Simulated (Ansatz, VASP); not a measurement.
# GaSb: VASP beside Ansatz

```xyz
2
Lattice="0.0000 3.1579 3.1579 3.1579 0.0000 3.1579 3.1579 3.1579 0.0000" Properties=species:S:1:pos:R:3 pbc="T T T"
Ga    0.0000    0.0000    0.0000
Sb    1.5789    1.5789    1.5789
```

Change from the starting cell: hydrostatic strain +3.0%.

Alike in both runs: task single point; functional r2SCAN; k mesh 8 × 8 × 8; occupations fermi-dirac, width 0.02 eV; non-collinear spin, spin-orbit coupling.

```csv
,VASP,Ansatz
version,VASP 6.6.1,Ansatz 0.2.0
potentials or method,"VASP PAW PBE potentials, release 64 (Ga_d, Sb)","plane waves, PAW"
plane-wave cutoff (eV),520,500
valence electrons in the cell,18,28
```

```csv
,VASP,Ansatz,Ansatz less VASP
pressure (GPa),-3.7,-3.7,-0.01
net moment per atom (μB),0.00,0.00,0.000
```

VASP's potentials were made for PBE, not for r2SCAN. The functional is the same, so the differences come from potentials, cutoffs and numerics. VASP's potentials hold 18 valence electrons a cell and Ansatz's 28, so a difference there can come from the potentials and not from the codes.
